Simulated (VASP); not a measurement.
# HfFe3Si2 in VASP: single point with PBE

Aim: the single point of HfFe3Si2 with PBE.

All numbers are computed with VASP 6.6.1; they aren't measurements. Logs are shortened: lines on timing, memory, paths and dates and some standing lists are left out, and cuts for length are marked.

## 1. The cell of the first run

The typed cell holds 6 atoms: a = 5.401 Å, b = 5.401 Å, c = 3.205 Å, α = 90.00°, β = 90.00°, γ = 60.00°.

## 2. Single point, PBE

File POSCAR:

```
HfFe3Si2
1.0
    2.7007240000      4.6777860000      0.0000000000
   -2.7007240000      4.6777860000      0.0000000000
    0.0000000000      0.0000000000      3.2049370000
Hf Fe Si
1 3 2
Direct
    0.0000000000      0.0000000000      0.0000000000
    0.5000000000      0.5000000000      0.5000000000
    0.5000000000      0.0000000000      0.5000000000
    0.0000000000      0.5000000000      0.5000000000
    0.3333000000      0.3334000000      0.0000000000
    0.6666000000      0.6667000000      0.0000000000
```

File INCAR.step1:

```
PREC     = Accurate       # precision mode
ENCUT    = 520            # plane-wave cutoff, eV
EDIFF    = 1E-6           # SCF threshold, eV
ISMEAR   = -1             # smearing method
SIGMA    = 0.0234         # smearing width, eV
LREAL    = F              # projectors in reciprocal space
LASPH    = T              # aspherical terms in the spheres
NELM     = 100            # most SCF steps
ALGO     = Normal         # electronic algorithm
ISIF     = 2              # what is computed and relaxed
LWAVE    = F              # write WAVECAR
LCHARG   = T              # write CHGCAR
LMAXMIX  = 4              # l up to which the mixer works
GGA      = PE             # functional
NBANDS   = 30             # bands
```

File KPOINTS.step1:

```
Automatic mesh
0
Gamma
  7 7 10
```

File INCAR.step2:

```
PREC     = Accurate       # precision mode
ENCUT    = 520            # plane-wave cutoff, eV
EDIFF    = 1E-6           # SCF threshold, eV
ISMEAR   = -5             # smearing method
SIGMA    = 0.0234         # smearing width, eV
LREAL    = F              # projectors in reciprocal space
LASPH    = T              # aspherical terms in the spheres
NELM     = 100            # most SCF steps
ALGO     = Normal         # electronic algorithm
ISIF     = 2              # what is computed and relaxed
LWAVE    = F              # write WAVECAR
LCHARG   = F              # write CHGCAR
LMAXMIX  = 4              # l up to which the mixer works
GGA      = PE             # functional
LORBIT   = 11             # projections on sites
NEDOS    = 2001           # points of the DOS
ICHARG   = 11             # starting density
```

File KPOINTS.step2:

```
Automatic mesh
0
Gamma
  11 11 15
```

Potentials or basis: VASP PAW PBE potentials, release 64 (Hf_pv, Fe, Si).

Started as:

```bash
$ cat potpaw_PBE.64/Hf_pv/POTCAR potpaw_PBE.64/Fe/POTCAR potpaw_PBE.64/Si/POTCAR > POTCAR
$ cp INCAR.step1 INCAR
$ cp KPOINTS.step1 KPOINTS
$ mpirun -np 1 vasp_std > vasp.out
$ cp INCAR.step2 INCAR
$ cp KPOINTS.step2 KPOINTS
$ mpirun -np 1 vasp_std > vasp.out
```

OUTCAR:

```text
PREC = Accurate
   ENCUT = 520
   EDIFF = 1E-6
   ISMEAR = -5
   LREAL = F
   LASPH = T
   NELM = 100
   ISIF = 2
   GGA = PE
   LORBIT = 11
   ICHARG = 11

 ion  position               nearest neighbor table
   1  0.000  0.000  0.000-   6 3.12   5 3.12   6 3.12   5 3.12   6 3.12   5 3.12   3 3.14   4 3.14
                             4 3.14   3 3.14   4 3.14   3 3.14   4 3.14   3 3.14   2 3.14   2 3.14
   2  0.500  0.500  0.500-   5 2.24   6 2.24   5 2.24   6 2.24   3 2.70   4 2.70   3 2.70   4 2.70
                             1 3.14   1 3.14   1 3.14   1 3.14
   3  0.500  0.000  0.500-   6 2.24   6 2.24   5 2.24   5 2.24   2 2.70   2 2.70   4 2.70   4 2.70
                             1 3.14   1 3.14   1 3.14   1 3.14
   4  0.000  0.500  0.500-   5 2.24   5 2.24   6 2.24   6 2.24   2 2.70   2 2.70   3 2.70   3 2.70
                             1 3.14   1 3.14   1 3.14   1 3.14
   5  0.333  0.333  0.000-   2 2.24   2 2.24   4 2.24   4 2.24   3 2.24   3 2.24   6 3.12   1 3.12
                             1 3.12   6 3.12   6 3.12   1 3.12
   6  0.667  0.667  0.000-   2 2.24   2 2.24   3 2.24   3 2.24   4 2.24   4 2.24   5 3.12   1 3.12
                             1 3.12   5 3.12   5 3.12   1 3.12

  LATTYP: Found a hexagonal cell.
 ALAT       =     5.4014435095
 C/A-ratio  =     0.5933482400

  Lattice vectors:

 A1 = (   2.7007240000,  -4.6777860000,   0.0000000000)
 A2 = (   2.7007240000,   4.6777860000,   0.0000000000)
 A3 = (   0.0000000000,   0.0000000000,   3.2049370000)

Analysis of symmetry for initial positions (statically):
=====================================================================
 Subroutine PRICEL returns:
 Original cell was already a primitive cell.

 Routine SETGRP: Setting up the symmetry group for a
 hexagonal supercell.

 Subroutine GETGRP returns: Found  4 space group operations
 (whereof  4 operations were pure point group operations)
 out of a pool of 24 trial point group operations.

The static configuration has the point symmetry C_2v.

Analysis of symmetry for dynamics (positions and initial velocities):
=====================================================================
 Subroutine PRICEL returns:
 Original cell was already a primitive cell.

 Routine SETGRP: Setting up the symmetry group for a
 hexagonal supercell.

 Subroutine GETGRP returns: Found  4 space group operations
 (whereof  4 operations were pure point group operations)
 out of a pool of 24 trial point group operations.

The dynamic configuration has the point symmetry C_2v.

 Subroutine INISYM returns: Found  4 space group operations
 (whereof  4 operations are pure point group operations),
 and found     1 'primitive' translations

----------------------------------------------------------------------------------------

                                     Primitive cell

  volume of cell :      80.9786

  direct lattice vectors                    reciprocal lattice vectors
     2.700724000  4.677786000  0.000000000     0.185135541  0.106888173  0.000000000
    -2.700724000  4.677786000  0.000000000    -0.185135541  0.106888173  0.000000000
     0.000000000  0.000000000  3.204937000     0.000000000  0.000000000  0.312018614

  length of vectors
     5.401443509  5.401443509  3.204937000     0.213776169  0.213776169  0.312018614

  position of ions in fractional coordinates (direct lattice)
     0.000000000  0.000000000  0.000000000
     0.500000000  0.500000000  0.500000000
     0.500000000  0.000000000  0.500000000
     0.000000000  0.500000000  0.500000000
     0.333300000  0.333400000  0.000000000
     0.666600000  0.666700000  0.000000000

  ion indices of the primitive-cell ions
   primitive index   ion index
                 1           1
                 2           2
                 3           3
                 4           4
                 5           5
                 6           6

----------------------------------------------------------------------------------------

 KPOINTS: Automatic mesh

Automatic generation of k-mesh.
 Grid dimensions read from file:
 generate k-points for:   11   11   15

 Generating k-lattice:

  Cartesian coordinates                     Fractional coordinates (reciprocal lattice)
     0.016830504  0.009717107  0.000000000     0.090909091  0.000000000  0.000000000
    -0.016830504  0.009717107  0.000000000     0.000000000  0.090909091  0.000000000
     0.000000000  0.000000000  0.020801241     0.000000000  0.000000000  0.066666667

  Length of vectors
     0.019434197  0.019434197  0.020801241

  Shift w.r.t. Gamma in fractional coordinates (k-lattice)
     0.000000000  0.000000000  0.000000000

 TETIRR: Found   2727 inequivalent tetrahedra from    10890

 Subroutine IBZKPT returns following result:
 ===========================================

 Found    288 irreducible k-points:

 Following reciprocal coordinates:
            Coordinates               Weight
  0.000000  0.000000  0.000000      1.000000
  0.090909 -0.000000  0.000000      4.000000
  0.090909  0.090909  0.000000      2.000000
  0.181818 -0.000000  0.000000      4.000000
  0.181818  0.181818  0.000000      2.000000
  0.272727  0.000000  0.000000      4.000000
[... 16 lines left out ...]
 -0.454545  0.090909  0.000000      4.000000
  0.454545 -0.454545  0.000000      2.000000
 [... further k-points ...]
   k-points           NKPTS =    288   k-points in BZ     NKDIM =    288   number of bands    NBANDS=     25
   number of dos      NEDOS =   2001   number of ions     NIONS =      6
   total plane-waves  NPLWV =  38400
   dimension x,y,z NGX =    40 NGY =   40 NGZ =   24
   dimension x,y,z NGXF=    80 NGYF=   80 NGZF=   48
   ions per type =               1   3   2
   NGX,Y,Z   is equivalent  to a cutoff of  12.31, 12.31, 12.45 a.u.
   NGXF,Y,Z  is equivalent  to a cutoff of  24.62, 24.62, 24.90 a.u.
 SYSTEM =  unknown system
   PREC   = accura    normal or accurate (medium, high low for compatibility)
   ISTART =      0    job   : 0-new  1-cont  2-samecut
   ICHARG =     11    charge: 1-file 2-atom 10-const
   ISPIN  =      1    spin polarized calculation?
   LNONCOLLINEAR =      F non collinear calculations
   LSORBIT =      F    spin-orbit coupling
   LASPH  =      T    aspherical Exc in radial PAW
   ENCUT  =  520.0 eV  38.22 Ry    6.18 a.u.  10.04 10.04  5.96*2*pi/ulx,y,z
   NELM   =    100;   NELMIN=  2; NELMDL=  0     # of ELM steps
   EDIFF  = 0.1E-05   stopping-criterion for ELM
   LREAL  =      F    real-space projection
   EDIFFG = 0.1E-04   stopping-criterion for IOM
   NSW    =      0    number of steps for IOM
   IBRION =     -1    ionic relax: 0-MD 1-quasi-New 2-CG
   NFREE  =      0    steps in history (QN), initial steepest desc. (CG)
   ISIF   =      2    stress and relaxation
   ISYM   =      2    0-nonsym 1-usesym 2-fastsym
   POTIM  = 0.5000    time-step for ionic-motion
   TEBEG  =    0.0;   TEEND  =   0.0 temperature during run
   PSTRESS=    0.0 pullay stress
   NELECT =      42.0000    total number of electrons
   NUPDOWN=      -1.0000    fix difference up-down
   EMIN   =  10.00;   EMAX   =-10.00  energy-range for DOS
   EFERMI =   0.00;   METHOD = LEGACY
   ISMEAR =    -5;   SIGMA  =   0.02  broadening in eV -4-tet -1-fermi 0-gaus
   EFERMI_NEDOS =   21; number of points for ismear=-14 and -15
   IALGO  =     38    algorithm
   IMIX   =      4    mixing-type and parameters
     AMIX     =   0.40;   BMIX     =  1.00
     AMIX_MAG =   1.60;   BMIX_MAG =  1.00
  volume/ion in A,a.u.               =      13.50        91.08
  Fermi-wavevector in a.u.,A,eV,Ry     =   1.315330  2.485612 23.539329  1.730092
  Thomas-Fermi vector in A             =   2.445520
   LORBIT       =     11    0 simple, 1 ext, 2 COOP (PROOUT), +10 PAW based schemes
   GGA     = PE    functional components
   LHFCALC =     F    Hartree Fock is set to
   AEXX    =    0.0000 exact exchange contribution
   IVDW    =     0    specifies the selected vdW correction
   LEPSILON=     F    determine dielectric tensor
   LRPA    =     F    only Hartree local field effects (RPA)
 non-spin polarized calculation
 Fermi weights with tetrahedron method with Bloechl corrections
  energy-cutoff  :      520.00
  volume of cell :       80.98
 maximum number of plane-waves:      2199

 number of electron      42.0000020 magnetization

 Free energy of the ion-electron system (eV)
  ---------------------------------------------------
  ext. energy  EPLUGINS =         0.00000000
  ---------------------------------------------------
  free energy    TOTEN  =       -47.57357419 eV

  energy without entropy =      -47.57357419  energy(sigma->0) =      -47.57357419

 E-fermi :   7.1183     XC(G=0): -12.1717

 val. band max:        7.1219034538   @ k =   0.1818   0.0909   0.0667
 cond. band min:       7.0924921042   @ k =   0.1818   0.1818   0.3333
 fundamental gap:     -0.0294113496
 Fermi energy:         7.1183044445

 k-point     1 :       0.0000    0.0000    0.0000
  band No.  band energies     occupation
      1     -24.1005      2.00000
      2     -24.1005      2.00000
      3     -23.8861      2.00000
      4      -4.3488      2.00000
      5      -0.0112      2.00000
      6       1.3992      2.00000
[... 17 lines left out ...]
     24       8.5474      0.00000
     25       8.5511      0.00000

 k-point     2 :       0.0909   -0.0000    0.0000
  band No.  band energies     occupation
      1     -24.1008      2.00000
      2     -24.1006      2.00000
      3     -23.8861      2.00000
      4      -4.2951      2.00000
      5      -0.2812      2.00000
      6       1.4162      2.00000
[... 17 lines left out ...]
     24       8.5300      0.00000
     25       8.5590      0.00000
[... 586 lines left out ...]
     24       8.3230      0.00000
     25       9.5290      0.00000

 k-point    24 :       0.4545   -0.4545    0.0000
  band No.  band energies     occupation
      1     -24.1036      2.00000
      2     -24.1016      2.00000
      3     -23.8863      2.00000
      4      -3.1652      2.00000
      5      -2.3726      2.00000
      6       1.2480      2.00000
[... 17 lines left out ...]
     24       8.3230      0.00000
     25       9.5398      0.00000

 [... further k-points ...]

------------------------ aborting loop because EDIFF is reached ----------------------------------------

  FORCE on cell =-STRESS in cart. coord.  units (eV):
  Direction    XX          YY          ZZ          XY          YZ          ZX
  --------------------------------------------------------------------------------------
  -------------------------------------------------------------------------------------
  Total       -5.4219089     -5.4188694      5.5310500      0.0000000      0.0000000      0.0000000
  in kB     -107.2735753   -107.2134369    109.4329538      0.0000000      0.0000000      0.0000000
  external PRESSURE =     -35.0180195 kB  Pullay stress =       0.0000000 kB

 VOLUME and BASIS-vectors are now :
 -----------------------------------------------------------------------------
  energy-cutoff  :      520.00
  volume of cell :       80.98
      direct lattice vectors                 reciprocal lattice vectors
     2.700724000  4.677786000  0.000000000     0.185135541  0.106888173  0.000000000
    -2.700724000  4.677786000  0.000000000    -0.185135541  0.106888173  0.000000000
     0.000000000  0.000000000  3.204937000     0.000000000  0.000000000  0.312018614

 POSITION                                       TOTAL-FORCE (eV/Angst)
 -----------------------------------------------------------------------------------
      0.00000      0.00000      0.00000        -0.000481      0.000000      0.000000
      0.00000      4.67779      1.60247         0.000418      0.000000      0.000000
      1.35036      2.33889      1.60247        -0.002319      0.001582      0.000000
     -1.35036      2.33889      1.60247        -0.002319     -0.001582      0.000000
     -0.00027      3.11868      0.00000         0.002351     -0.001671      0.000000
     -0.00027      6.23689      0.00000         0.002351      0.001671      0.000000
 -----------------------------------------------------------------------------------
    total drift:                                0.000008      0.000000     -0.000000

  FREE ENERGIE OF THE ION-ELECTRON SYSTEM (eV)
  ---------------------------------------------------
  free  energy   TOTEN  =       -47.5735741856 eV

  energy  without entropy=      -47.5735741856  energy(sigma->0) =      -47.57357419

 total charge

# of ion       s       p       d       tot
------------------------------------------
    1        0.288   6.350   1.333   7.970
    2        0.455   0.584   6.545   7.584
    3        0.455   0.584   6.545   7.584
    4        0.455   0.584   6.545   7.584
    5        0.772   0.962   0.000   1.734
    6        0.772   0.962   0.000   1.734
--------------------------------------------------
tot          3.196  10.025  20.968  34.189
```

Wall time 8.1 min (1 thread of Intel Xeon Platinum 8488C (Sapphire Rapids), shared host); peak memory 0.64 GiB.

What came out:

- Valence electrons inside the program's atomic spheres: Hf 7.97; Fe 7.58; Si 1.73

Levels at points of the mesh, in eV from the Fermi level:
| k point | band 18 | band 19 | band 20 | band 21 | band 22 | band 23 | band 24 | band 25 |
| --- | --- | --- | --- | --- | --- | --- | --- | --- |
| (0.00, 0.00, 0.00) | -0.43 | -0.39 | -0.39 | 0.07 | 0.48 | 0.80 | 1.43 | 1.43 |

Caveat: spin-orbit coupling is left out, which moves the levels of the heavy elements; the run has no spin polarisation, though such a crystal can be magnetic.
